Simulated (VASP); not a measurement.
The system is KBr.

```xyz
2
Lattice="0.0000 3.3024 3.3024 3.3024 0.0000 3.3024 3.3024 3.3024 0.0000" Properties=species:S:1:pos:R:3 pbc="T T T"
K     0.0000    0.0000    0.0000
Br    3.3024    3.3024    3.3024
```

Base run:

| Quantity | Value |
| --- | --- |
| Program | VASP 6.6.1 |
| Functional | PBE |
| Potentials or basis | VASP PAW PBE potentials, release 64 (K_sv, Br) |
| Cutoff | 520 eV |
| k mesh | 4 × 4 × 4 |
| Occupations | gaussian, width 0.01 eV |
| Spin | no spin polarisation |

Its results: band gap on the k mesh 4.43 eV; pressure 0.7 GPa.

Question: The run is repeated on the same cell with these changes: functional from PBE to HSE06. What comes out?

Answer: Band gap on the k mesh 5.59 eV; pressure 0.4 GPa.

Caveats: the PAW data sets were made with another functional, which shifts forces and pressure a little (at least some runs).

